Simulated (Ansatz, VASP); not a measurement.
MgO: VASP beside Ansatz

```
Mg O
1.0
     3.26057    0.00000    0.00000
    -1.63028    2.82373    0.00000
     0.00000    0.00000    5.15235
Mg O
2 2
Cartesian
  0.0000 1.8825 -0.1028
  1.6303 0.9412 2.4734
  0.0000 1.8825 2.0658
  1.6303 0.9412 4.6420
```

Alike in both runs: task single point; functional PBEsol; k mesh 9 × 9 × 6; occupations gaussian, width 0.05 eV; no spin polarisation.

|  | VASP | Ansatz |
| --- | --- | --- |
| version | VASP 6.6.1 | Ansatz 0.2.0 |
| potentials or method | VASP PAW PBE potentials, release 64 (Mg, O), cutoff 520 eV | scalar-relativistic, plane waves, PAW |
| valence electrons in the cell | 16 | 32 |

|  | VASP | Ansatz | Ansatz less VASP |
| --- | --- | --- | --- |
| gap on the k mesh at the Fermi level (eV) | 3.23 | 3.24 | +0.006 |
| least direct gap on the mesh (eV) | 3.23 | 3.24 | +0.006 |
| pressure (GPa) | 1.6 | 1.8 | +0.24 |
| traceless stress, the component that is largest in VASP (GPa) | -10.42 | -10.29 | +0.131 |
| rms of the force components (eV/Å) | 0.426 | 0.419 | -0.0065 |

VASP's potentials were made for PBE, not for PBEsol, and Ansatz warns of the same on its side. Atom by atom the forces differ by 0.007 eV/Å (rms over components). VASP's potentials hold 16 valence electrons a cell and Ansatz's 32, so a difference there can come from the potentials and not from the codes.
